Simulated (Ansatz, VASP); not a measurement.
## La5N: VASP beside Ansatz

```
CELL_PARAMETERS angstrom
5.28579 0.00000 0.00000
-2.64290 4.57763 0.00000
0.00000 0.00000 6.79196
ATOMIC_POSITIONS crystal
La 0.33333 0.66667 0.77785
La 0.33333 0.66667 0.22215
La 0.66667 0.33333 0.22215
La 0.66667 0.33333 0.77785
La 0.00000 0.00000 0.50000
N 0.00000 0.00000 0.00000
```

Alike in both runs: functional PBE; k mesh 12 × 12 × 6; occupations gaussian, width 0.1 eV; no spin polarisation.

Ansatz relaxed the structure, and its values are those at the end. VASP's run is a single point on that final structure, the one shown.

```csv
,VASP,Ansatz
version,VASP 6.6.1,Ansatz 0.2.0
potentials or method,"VASP PAW PBE potentials, release 64 (La, N), cutoff 520 eV","scalar-relativistic, plane waves, PAW"
valence electrons in the cell,60,60
```

|  | VASP | Ansatz | Ansatz less VASP |
| --- | --- | --- | --- |
| gap on the k mesh at the Fermi level (eV) | none | none | - |
| pressure (GPa) | 0.0 | 0.0 | 0.00 |

A gap of «none» marks a metal or a gap that the smearing closes.

Neither program's run includes spin-orbit coupling.
